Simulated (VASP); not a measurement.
Crystal: SiC.

```
Si C
1.0
     0.00000    2.26517    2.11920
     2.26517    0.00000    2.11920
     2.26517    2.26517    0.00000
Si C
1 1
Direct
  0.00000 0.00000 0.00000
  0.25000 0.25000 0.25000
```

This cell differs from its parent crystal: epitaxial xy strain +4.0%.

Base run:

- Program: VASP 6.6.1
- Functional: r2SCAN
- Potentials or basis: VASP PAW PBE potentials, release 64 (Si, C)
- Cutoff: 520 eV
- k mesh: 10 × 10 × 10
- Occupations: gaussian, width 0.01 eV
- Spin: no spin polarisation

Its results: band gap on the k mesh 1.10 eV, indirect (least direct gap 4.92 eV); pressure -10.9 GPa.

**Question.** The run is repeated on the same cell with these changes: functional from r2SCAN to HSE06; k mesh from 10 × 10 × 10 to 8 × 8 × 8. What comes out?

**Answer.** Band gap on the k mesh 1.60 eV, indirect (least direct gap 5.58 eV); pressure -12.3 GPa.

Several settings changed at once, so the effect can't be laid on one alone.

Caveats: the PAW data sets were made with another functional, which shifts forces and pressure a little.

A k mesh can miss the band edges.
